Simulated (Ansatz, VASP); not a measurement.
**EuS: VASP beside Ansatz**

```
Eu S
1.0
     4.13427    0.00000    0.00000
     2.06713    3.58038    0.00000
     2.06713    1.19346    3.37561
Eu S
1 1
Direct
  0.00000 0.00000 0.00000
  0.50000 0.50000 0.50000
```

Alike in both runs: functional r2SCAN; dispersion D4; k mesh 6 × 6 × 6; collinear spin.

Ansatz relaxed the structure, and its values are those at the end. VASP's run is a single point on that final structure, the one shown.

```csv
,VASP,Ansatz
version,VASP 6.6.1,Ansatz 0.2.0
potentials or method,"VASP PAW PBE potentials, release 64 (Eu, S)","plane waves, PAW"
plane-wave cutoff (eV),800,500
occupations,"fermi-dirac, width 0.1 eV",fermi-dirac
valence electrons in the cell,23,23
```

```csv
,VASP,Ansatz,Ansatz less VASP
pressure (GPa),-0.4,0.0,+0.39
net moment per atom (μB),3.48,3.48,+0.003
size of the moment on the site where the two differ most (μB),6.50,6.77,+0.265
```

VASP's potentials were made for PBE, not for r2SCAN. Site moments also hang on the region over which each program counts them.

Neither program's run includes spin-orbit coupling.
